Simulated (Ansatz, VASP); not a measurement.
Two plane-wave programs on SiMo3

```
CELL_PARAMETERS angstrom
4.86159 0.00000 0.00000
0.00000 4.86159 0.00000
0.00000 0.00000 4.86159
ATOMIC_POSITIONS crystal
Si 0.00000 0.00000 0.00000
Si 0.50000 0.50000 0.50000
Mo 0.25000 0.00000 0.50000
Mo 0.50000 0.75000 0.00000
Mo 0.75000 0.00000 0.50000
Mo 0.50000 0.25000 0.00000
Mo 0.00000 0.50000 0.75000
Mo 0.00000 0.50000 0.25000
```

Alike in both runs: functional PBEsol; k mesh 8 × 8 × 8; occupations gaussian, width 0.1 eV; no spin polarisation.

Ansatz relaxed the structure, and its values are those at the end. VASP's run is a single point on that final structure, the one shown.

|  | VASP | Ansatz |
| --- | --- | --- |
| version | VASP 6.6.1 | Ansatz 0.2.0 |
| potentials or method | VASP PAW PBE potentials, release 64 (Si, Mo_sv), cutoff 520 eV | scalar-relativistic, plane waves, PAW |
| valence electrons in the cell | 92 | 92 |

Ansatz gave:

- gap on the k mesh at the Fermi level (eV): none
- pressure (GPa): 0.0

Q: What did VASP give for the same quantities?

A: gap on the k mesh at the Fermi level (eV): none; pressure (GPa): 0.6.

VASP's potentials were made for PBE, not for PBEsol. A gap of «none» marks a metal or a gap that the smearing closes.
